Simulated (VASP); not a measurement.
# H in VASP: a series of runs

The runs below take H through single point, with PBE.

Everything below comes from runs of VASP 6.6.1. Logs are shortened: lines on timing, memory, paths and dates and some standing lists are left out, and cuts for length are marked.

### 1 The cell of the first run

The cell holds an amorphous packing of atoms, 24 atoms: a = 6.868 Å, b = 6.868 Å, c = 6.868 Å, α = 90.00°, β = 90.00°, γ = 90.00°.

### 2 Single point, PBE

INCAR

```
SYSTEM = H
ALGO     = Normal         ! electronic algorithm
EDIFF    = 1E-6           ! SCF threshold, eV
ENCUT    = 520            ! plane-wave cutoff, eV
GGA      = PE             ! functional
ISIF     = 2              ! what is computed and relaxed
ISMEAR   = -1             ! smearing method
LASPH    = .True.         ! aspherical terms in the spheres
LCHARG   = .False.        ! write CHGCAR
LREAL    = Auto         
LWAVE    = .False.        ! write WAVECAR
NBANDS   = 30             ! bands
NELM     = 80             ! most SCF steps
PREC     = Accurate       ! precision mode
SIGMA    = 0.05           ! smearing width, eV
```

KPOINTS

```
k-points
0
Gamma
  1 1 1
  0 0 0
```

POSCAR

```
H
1.0
    6.8682850000      0.0000000000      0.0000000000
    0.0000000000      6.8682850000      0.0000000000
    0.0000000000      0.0000000000      6.8682850000
H
24
Direct
    0.5248202482      0.5242314045      0.8582693818
    0.6250926775      0.4812946398      0.8477260744
    0.2984589270      0.2024377212      0.1485567948
    0.3255586662      0.2033102579      0.0416612249
    0.1723077545      0.2072388089      0.7992317644
    0.1078921168      0.2492447688      0.7210070907
    0.8026126404      0.8483541586      0.3599472205
    0.7832201517      0.8620848621      0.2529882438
    0.1979170426      0.5361768023      0.9063087310
    0.1470765766      0.5482927985      1.0019187161
    0.2974660249      0.8646444949      0.8782085046
    0.2517030289      0.9058741361      0.7871888371
    0.2042482607      0.3022161325      0.3988230663
    0.1482352783      0.3896909845      0.4347083968
    1.0201840763      0.6864661010      0.5588708349
    0.9576839678      0.6504954734      0.6417246597
    0.2326751846      0.8365271297      0.2228505143
    0.3126494233      0.7649697577      0.2422002155
    0.4689612876     -0.0005191669      0.5266984223
    0.4539325742      0.0948812323      0.4757151638
    0.8710913181      0.5445657898      0.2103761817
    0.8128631839      0.4523166225      0.1994962947
    0.7621496087      0.1465978902      0.0445163900
    0.7097579812      0.1656812994      0.1389840758
```

Potentials or basis: VASP PAW PBE potentials, release 64 (H).

On the command line:

```sh
cat potpaw_PBE.64/H/POTCAR > POTCAR
mpirun -np 1 vasp_gam > vasp.out
```

OUTCAR:

```text
SYSTEM = H
   EDIFF = 1E-6
   ENCUT = 520
   GGA = PE
   ISIF = 2
   ISMEAR = -1
   LASPH = .True.
   LREAL = Auto
   NELM = 80
   PREC = Accurate

 ion  position               nearest neighbor table
   1  0.525  0.524  0.858-   2 0.75
   2  0.625  0.481  0.848-   1 0.75
   3  0.298  0.202  0.149-   4 0.76
   4  0.326  0.203  0.042-   3 0.76
   5  0.172  0.207  0.799-   6 0.75
   6  0.108  0.249  0.721-   5 0.75
[... 16 lines left out ...]
  23  0.762  0.147  0.045-  24 0.75
  24  0.710  0.166  0.139-  23 0.75

  LATTYP: Found a simple cubic cell.
 ALAT       =     6.8682850000

  Lattice vectors:

 A1 = (   6.8682850000,   0.0000000000,   0.0000000000)
 A2 = (   0.0000000000,   6.8682850000,   0.0000000000)
 A3 = (   0.0000000000,   0.0000000000,   6.8682850000)

Analysis of symmetry for initial positions (statically):
=====================================================================
 Subroutine PRICEL returns:
 Original cell was already a primitive cell.

 Routine SETGRP: Setting up the symmetry group for a
 simple cubic supercell.

 Subroutine GETGRP returns: Found  1 space group operations
 (whereof  1 operations were pure point group operations)
 out of a pool of 48 trial point group operations.

The static configuration has the point symmetry C_1 .

Analysis of symmetry for dynamics (positions and initial velocities):
=====================================================================
 Subroutine PRICEL returns:
 Original cell was already a primitive cell.

 Routine SETGRP: Setting up the symmetry group for a
 simple cubic supercell.

 Subroutine GETGRP returns: Found  1 space group operations
 (whereof  1 operations were pure point group operations)
 out of a pool of 48 trial point group operations.

The dynamic configuration has the point symmetry C_1 .

 Subroutine INISYM returns: Found  1 space group operations
 (whereof  1 operations are pure point group operations),
 and found     1 'primitive' translations

----------------------------------------------------------------------------------------

                                     Primitive cell

  volume of cell :     323.9999

  direct lattice vectors                    reciprocal lattice vectors
     6.868285000  0.000000000  0.000000000     0.145596754  0.000000000  0.000000000
     0.000000000  6.868285000  0.000000000     0.000000000  0.145596754  0.000000000
     0.000000000  0.000000000  6.868285000     0.000000000  0.000000000  0.145596754

  length of vectors
     6.868285000  6.868285000  6.868285000     0.145596754  0.145596754  0.145596754

  position of ions in fractional coordinates (direct lattice)
     0.524820248  0.524231405  0.858269382
     0.625092677  0.481294640  0.847726074
     0.298458927  0.202437721  0.148556795
     0.325558666  0.203310258  0.041661225
     0.172307754  0.207238809  0.799231764
     0.107892117  0.249244769  0.721007091
[... 16 lines left out ...]
     0.762149609  0.146597890  0.044516390
     0.709757981  0.165681299  0.138984076

  ion indices of the primitive-cell ions
   primitive index   ion index
                 1           1
                 2           2
                 3           3
                 4           4
                 5           5
                 6           6
[... 16 lines left out ...]
                23          23
                24          24

----------------------------------------------------------------------------------------

 KPOINTS: k-points

Automatic generation of k-mesh.
 Grid dimensions read from file:
 generate k-points for:    1    1    1

 Generating k-lattice:

  Cartesian coordinates                     Fractional coordinates (reciprocal lattice)
     0.145596754  0.000000000  0.000000000     1.000000000  0.000000000  0.000000000
     0.000000000  0.145596754  0.000000000     0.000000000  1.000000000  0.000000000
     0.000000000  0.000000000  0.145596754     0.000000000  0.000000000  1.000000000

  Length of vectors
     0.145596754  0.145596754  0.145596754

  Shift w.r.t. Gamma in fractional coordinates (k-lattice)
     0.000000000  0.000000000  0.000000000

 Subroutine IBZKPT returns following result:
 ===========================================

 Found      1 irreducible k-points:

 Following reciprocal coordinates:
            Coordinates               Weight
  0.000000  0.000000  0.000000      1.000000
   k-points           NKPTS =      1   k-points in BZ     NKDIM =      1   number of bands    NBANDS=     30
   number of dos      NEDOS =    301   number of ions     NIONS =     24
   total plane-waves  NPLWV = 157464
   dimension x,y,z NGX =    54 NGY =   54 NGZ =   54
   dimension x,y,z NGXF=   108 NGYF=  108 NGZF=  108
   ions per type =              24
   NGX,Y,Z   is equivalent  to a cutoff of  13.07, 13.07, 13.07 a.u.
   NGXF,Y,Z  is equivalent  to a cutoff of  26.14, 26.14, 26.14 a.u.
 SYSTEM =  H
   PREC   = accura    normal or accurate (medium, high low for compatibility)
   ISTART =      0    job   : 0-new  1-cont  2-samecut
   ICHARG =      2    charge: 1-file 2-atom 10-const
   ISPIN  =      1    spin polarized calculation?
   LNONCOLLINEAR =      F non collinear calculations
   LSORBIT =      F    spin-orbit coupling
   LASPH  =      T    aspherical Exc in radial PAW
   ENCUT  =  520.0 eV  38.22 Ry    6.18 a.u.  12.77 12.77 12.77*2*pi/ulx,y,z
   NELM   =     80;   NELMIN=  2; NELMDL= -5     # of ELM steps
   EDIFF  = 0.1E-05   stopping-criterion for ELM
   LREAL  =      T    real-space projection
   EDIFFG = 0.1E-04   stopping-criterion for IOM
   NSW    =      0    number of steps for IOM
   IBRION =     -1    ionic relax: 0-MD 1-quasi-New 2-CG
   NFREE  =      0    steps in history (QN), initial steepest desc. (CG)
   ISIF   =      2    stress and relaxation
   ISYM   =      2    0-nonsym 1-usesym 2-fastsym
   POTIM  = 0.5000    time-step for ionic-motion
   TEBEG  =    0.0;   TEEND  =   0.0 temperature during run
   PSTRESS=    0.0 pullay stress
   NELECT =      24.0000    total number of electrons
   NUPDOWN=      -1.0000    fix difference up-down
   EMIN   =  10.00;   EMAX   =-10.00  energy-range for DOS
   EFERMI =   0.00;   METHOD = LEGACY
   ISMEAR =    -1;   SIGMA  =   0.05  broadening in eV -4-tet -1-fermi 0-gaus
   EFERMI_NEDOS =   21; number of points for ismear=-14 and -15
   IALGO  =     38    algorithm
   IMIX   =      4    mixing-type and parameters
     AMIX     =   0.40;   BMIX     =  1.00
     AMIX_MAG =   1.60;   BMIX_MAG =  1.00
  volume/ion in A,a.u.               =      13.50        91.10
  Fermi-wavevector in a.u.,A,eV,Ry     =   0.687538  1.299259  6.431596  0.472709
  Thomas-Fermi vector in A             =   1.768082
   LORBIT       =      0    0 simple, 1 ext, 2 COOP (PROOUT), +10 PAW based schemes
   GGA     = PE    functional components
[... 5 lines left out ...]
 non-spin polarized calculation
  energy-cutoff  :      520.00
  volume of cell :      324.00
 maximum number of plane-waves:      4367
 NGX is ok and might be reduce to    50
   NGX = 25   NGY = 25   NGZ = 25

 number of electron      24.0000004 magnetization

 Free energy of the ion-electron system (eV)
  ---------------------------------------------------
  ext. energy  EPLUGINS =         0.00000000
  ---------------------------------------------------
  free energy    TOTEN  =       -80.99625746 eV

  energy without entropy =      -80.99625746  energy(sigma->0) =      -80.99625746

 E-fermi :  -7.0244     XC(G=0):  -4.8694

 val. band max:       -8.2251150317   @ k =   0.0000   0.0000   0.0000
 cond. band min:       0.3767951019   @ k =   0.0000   0.0000   0.0000
 fundamental gap:      8.6019101336
 Fermi energy:        -7.0243737860

 k-point     1 :       0.0000    0.0000    0.0000
  band No.  band energies     occupation
      1     -10.8673      2.00000
      2      -9.9191      2.00000
      3      -9.5268      2.00000
      4      -9.4301      2.00000
      5      -9.3933      2.00000
      6      -9.0674      2.00000
[... 16 lines left out ...]
     23       3.1543      0.00000
     24       3.2293      0.00000
 [bands above 24 left out]

------------------------ aborting loop because EDIFF is reached ----------------------------------------

  FORCE on cell =-STRESS in cart. coord.  units (eV):
  Direction    XX          YY          ZZ          XY          YZ          ZX
  --------------------------------------------------------------------------------------
  -------------------------------------------------------------------------------------
  Total        0.4133158      1.4707586      0.6902153     -0.1043437      0.0978984      0.2598432
  in kB        2.0438435      7.2728907      3.4131097     -0.5159791      0.4841071      1.2849227
  external PRESSURE =       4.2432813 kB  Pullay stress =       0.0000000 kB

 VOLUME and BASIS-vectors are now :
 -----------------------------------------------------------------------------
  energy-cutoff  :      520.00
  volume of cell :      324.00
      direct lattice vectors                 reciprocal lattice vectors
     6.868285000  0.000000000  0.000000000     0.145596754  0.000000000  0.000000000
     0.000000000  6.868285000  0.000000000     0.000000000  0.145596754  0.000000000
     0.000000000  0.000000000  6.868285000     0.000000000  0.000000000  0.145596754

 POSITION                                       TOTAL-FORCE (eV/Angst)
 -----------------------------------------------------------------------------------
      3.60462      3.60057      5.89484         0.116806     -0.031040     -0.027064
      4.29331      3.30567      5.82242        -0.098604      0.044093     -0.000186
      2.04990      1.39040      1.02033         0.079038      0.000324     -0.272058
      2.23603      1.39639      0.28614        -0.046007     -0.025215      0.272367
      1.18346      1.42338      5.48935        -0.141754      0.035485     -0.079045
      0.74103      1.71188      4.95208         0.064130     -0.061408      0.070379
[... 16 lines left out ...]
      5.23466      1.00688      0.30575        -0.071050      0.034764      0.108072
      4.87482      1.13795      0.95458         0.072655     -0.064761     -0.175637
 -----------------------------------------------------------------------------------
    total drift:                                0.000054      0.000054      0.000776

  FREE ENERGIE OF THE ION-ELECTRON SYSTEM (eV)
  ---------------------------------------------------
  free  energy   TOTEN  =       -80.9962574573 eV

  energy  without entropy=      -80.9962574572  energy(sigma->0) =      -80.99625746
```

Wall time 26 s (1 thread of Intel Xeon 6975P-C, shared host); peak memory 0.37 GiB.

What came out:

| Property | Result |
| --- | --- |
| Free energy | -80.9963 eV |
| Pressure | 0.4 GPa |
| Largest force | 0.283 eV/Å |
| Band gap on the k mesh | 8.60 eV |

Forces in eV/Å, atoms in the order of the input:
```
H    0.117 -0.031 -0.027
H   -0.099  0.044  0.000
H    0.079  0.000 -0.272
H   -0.046 -0.025  0.272
H   -0.142  0.035 -0.079
H    0.064 -0.061  0.070
H   -0.034  0.020 -0.144
H    0.022  0.019  0.159
H   -0.058  0.014  0.030
H    0.021 -0.006 -0.008
H   -0.070  0.054 -0.182
H    0.116 -0.083  0.169
H   -0.103  0.181  0.050
H    0.097 -0.147 -0.082
H   -0.106 -0.051  0.149
H    0.101  0.058 -0.113
H    0.027 -0.025  0.034
H   -0.033  0.012  0.026
H    0.010  0.038 -0.013
H    0.036 -0.022  0.033
H   -0.111 -0.122  0.008
H    0.110  0.125 -0.011
H   -0.071  0.035  0.108
H    0.073 -0.065 -0.176
```

Stress tensor (GPa, compression positive):
```
 0.20 -0.05  0.13
-0.05  0.73  0.05
 0.13  0.05  0.34
```

Caveat: the k points lie up to 0.91 Å⁻¹ apart.

### 3 Single point, PBE

INCAR

```
SYSTEM = H
PREC = Accurate ; ENCUT = 520
EDIFF = 1E-6 ; ISMEAR = -1
SIGMA = 0.05 ; LREAL = Auto
LASPH = .True. ; NELM = 100
ALGO = Normal ; ISIF = 2
LWAVE = .False. ; LCHARG = .False.
GGA = PE ; NBANDS = 30
```

KPOINTS

```
regular mesh
0
Gamma
  1 1 1
  0 0 0
```

POSCAR

```
H
1.0
    6.8682850000      0.0000000000      0.0000000000
    0.0000000000      6.8682850000      0.0000000000
    0.0000000000      0.0000000000      6.8682850000
H
24
Direct
    0.7722888610      0.4354070922      0.7206020135
    0.7807625921      0.5397854049      0.7352490469
    0.4558051974      0.0995153812     -0.0127833950
    0.3509318556      0.1103623394      0.0184034297
    0.1775843606      0.1768563768      0.7513229285
    0.0693186145      0.1479263018      0.7447273956
    0.6074878954      0.7578019840      0.3010940868
    0.6663089840      0.6648238971      0.2887474821
    0.0244165756      0.5710741473      1.0894131504
    0.0918424323      0.5132431167      1.0295146459
    0.4164940738      0.8037814389      0.7083718861
    0.4125338421      0.7302259589      0.6279733587
    0.3240110159      0.4449873586      0.4124756034
    0.2196181434      0.4383190272      0.3907816871
    0.7421940120      0.9335081465      0.7432277490
    0.7261929288      0.9964350635      0.8297413401
    0.0843733188      0.9962166684      0.2493781199
    0.0646595184      1.0108200228      0.3536545149
    0.4416677526      0.0863679943      0.4104809279
    0.5106078155      0.1047423047      0.4940971436
    0.9149300007      0.2423749160      0.4746017383
    0.8418258707      0.2885727660      0.5397271662
    0.7734536351      0.2328092093      0.1503140886
    0.8238301119      0.3089854309      0.0796268646
```

Potentials or basis: VASP PAW PBE potentials, release 64 (H).

On the command line:

```sh
cat potpaw_PBE.64/H/POTCAR > POTCAR
mpirun -np 1 vasp_gam > vasp.out
```

Run time: 24 s. Hardware: 1 thread of Intel Xeon 6975P-C, shared host; peak memory 0.37 GiB.

It converged, with:

| Item | Value |
| --- | --- |
| Free energy | -80.9773 eV |
| Pressure | 0.5 GPa |
| Largest force | 1.353 eV/Å |
| Band gap on the k mesh | 8.79 eV |

Forces in eV/Å, atoms in the order of the input:
```
H   -0.133 -0.661  0.052
H    0.007  0.901  0.220
H   -0.176  0.015  0.099
H    0.208 -0.026 -0.040
H   -0.677 -0.202 -0.021
H    0.719  0.173  0.082
H    0.207 -0.305 -0.045
H   -0.184  0.297  0.028
H   -0.270  0.309  0.255
H    0.332 -0.210 -0.287
H   -0.045 -0.038  0.010
H   -0.043 -0.028  0.023
H    0.545  0.035  0.113
H   -0.532 -0.014 -0.101
H    0.055 -0.113 -0.177
H    0.024  0.128  0.203
H    0.098 -0.104 -0.502
H   -0.053  0.012  0.465
H    0.146  0.067  0.174
H   -0.112 -0.040 -0.191
H    0.043 -0.110 -0.202
H   -0.079 -0.032 -0.125
H    0.543  0.858 -0.819
H   -0.622 -0.910  0.785
```

Stress tensor (GPa, compression positive):
```
 0.31 -0.31  0.12
-0.31  0.55  0.47
 0.12  0.47  0.65
```

Levels at points of the mesh, in eV from the valence-band top:
```tsv
k point	band 8	band 9	band 10	band 11	band 12	band 13	band 14	band 15	band 16	band 17
(0.00, 0.00, 0.00)	-0.68	-0.66	-0.56	-0.42	0.00	8.79	9.19	9.44	9.59	9.67
```

Caveat: the k points lie up to 0.91 Å⁻¹ apart.
